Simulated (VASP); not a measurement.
**BP: single point with PBE**

The system is BP.

```
CELL_PARAMETERS angstrom
1.60711 0.92787 9.31451
-1.60711 0.92787 9.31451
0.00000 -1.85573 9.31451
ATOMIC_POSITIONS crystal
B 0.92132 0.92132 0.92132
B 0.07868 0.07868 0.07868
P 0.25468 0.25468 0.25468
P 0.74532 0.74532 0.74532
```

This cell differs from its parent crystal: atoms taken out.

```json
{
  "Program": "VASP 6.6.1",
  "Task": "single point",
  "Functional": "PBE",
  "Potentials or basis": "VASP PAW PBE potentials, release 64 (B, P)",
  "Cutoff": "520 eV",
  "k mesh": "12 × 12 × 12",
  "Occupations": "gaussian, width 0.02 eV",
  "Spin": "no spin polarisation"
}
```

```yaml
Pressure: -0.1 GPa
Band_gap_on_the_k_mesh: 0.76 eV
```

Stress tensor (GPa, compression positive):
```
-0.20  0.00  0.00
 0.00 -0.20  0.00
 0.00  0.00  0.00
```

Levels at points of the mesh, in eV from the valence-band top:
```
           k point  band 6  band 7  band 8  band 9  band 10  band 11
(0.00, 0.00, 0.00)   -1.63   -1.63   -1.63    3.31     4.68     4.68
(0.50, 0.00, 0.00)   -3.60   -1.16   -0.93    1.36     1.67     2.84
(0.50, 0.50, 0.00)   -3.60   -1.09   -1.00    1.43     1.55     2.82
(0.50, 0.50, 0.50)   -1.63   -1.62   -1.62    4.52     4.61     4.67
```

It took 28 min on 1 thread of AMD EPYC 7R13 Processor (Zen 3), on a shared host, peak memory 0.76 GiB.

Caveat: the cell differs from its parent crystal (atoms taken out). A k mesh can miss the band edges.
